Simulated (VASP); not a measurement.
**WS2: single point with r2SCAN**

System: WS2, a slab with vacuum.

```
W S
1.0
     3.18110    0.00000    0.00000
    -1.59055    2.75491    0.00000
     0.00000    0.00000   16.44222
W S
1 2
Direct
  0.33333 0.66667 0.00000
  0.66667 0.33333 0.90519
  0.66667 0.33333 0.09481
```

```yaml
Program: VASP 6.6.1
Task: single point
Functional: r2SCAN
Potentials_or_basis: VASP PAW PBE potentials, release 64 (W_sv, S)
Cutoff: 520 eV
k_mesh: 12 × 12 × 2
Occupations: gaussian, width 0.02 eV
Spin: no spin polarisation
```

```
Largest force          : 0.027 eV/Å
Band gap on the k mesh : 1.91 eV (least direct gap 1.93 eV)
```

Forces in eV/Å, atoms in the order of the input:
```
W    0.000  0.000  0.000
S    0.000  0.000 -0.027
S    0.000  0.000  0.027
```

Levels at points of the mesh, in eV from the valence-band top:
```csv
k point,band 10,band 11,band 12,band 13,band 14,band 15,band 16,band 17
"(0.00, 0.00, 0.00)",-2.23,-1.78,-1.78,0.00,3.07,3.07,3.23,3.23
"(0.50, 0.00, 0.00)",-3.64,-2.27,-1.43,-0.98,3.00,3.47,4.41,5.01
"(0.00, 0.00, 0.50)",-2.23,-1.78,-1.78,0.00,3.07,3.07,3.23,3.23
"(0.50, 0.00, 0.50)",-3.64,-2.27,-1.43,-0.98,3.00,3.47,4.41,5.01
```

Run time: 6.1 min on 1 thread of AMD EPYC 9R45 96-Core Processor (Zen 5) (shared host), peak memory 0.31 GiB.

Caveat: there is no dipole correction, which matters where the two faces differ; the PAW data sets were made with another functional, which shifts forces and pressure a little; spin-orbit coupling is left out, which moves the levels of the heavy elements.
